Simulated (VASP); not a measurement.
Set up this calculation in VASP 6.6.1, as the native input.

```
Task                   : single point
Functional             : PBE
Potentials or basis    : VASP PAW PBE potentials, release 64 (Si)
Cutoff                 : 500 eV
k mesh                 : 14 × 14 × 14
Occupations            : fermi-dirac, width 0.02 eV
Spin                   : no spin polarisation
Dipole correction      : no
Further INCAR settings : ALGO = Normal; EDIFF = 1e-06; NBANDS = 11
```

The structure of Si lies in POSCAR:

```
Si
1.0
    0.0000000000      2.7153500000      2.6338895000
    2.7153500000      0.0000000000      2.6338895000
    2.7153500000      2.7153500000      0.0000000000
Si
2
Direct
    0.0000000000      0.0000000000      0.0000000000
    0.2500000000      0.2500000000      0.2500000000
```

This cell differs from its parent crystal: z stretched by -3 %, then relaxed in part.

One way to write it, as run:

INCAR

```
PREC = Accurate
ENCUT = 500
EDIFF = 1E-6
ISMEAR = -1
SIGMA = 0.02
LREAL = False
LASPH = True
NELM = 120
ALGO = Normal
ISIF = 2
LWAVE = False
LCHARG = True
GGA = PE
LELF = True
LVHAR = True
NBANDS = 11
GGA_COMPAT = False
```

KPOINTS

```
regular mesh
0
Gamma
  14 14 14
```

Potentials or basis: VASP PAW PBE potentials, release 64 (Si).

Run with:

```sh
$ cat potpaw_PBE.64/Si/POTCAR > POTCAR
$ mpirun -np 1 vasp_std > vasp.out
```

It gave:

```yaml
Pressure: 5.1 GPa
Band_gap_on_the_k_mesh: 0.19 eV (least direct gap 2.37 eV)
```

Caveat: the cell differs from its parent crystal (z stretched by -3 %, then relaxed in part); the cell stands under pressure; semilocal functionals underestimate gaps, and a narrow one can read as zero.

Wall time 34 s on 1 thread of Intel(R) Xeon(R) 6975P-C (Granite Rapids), on a shared host, peak memory 0.2 GiB.
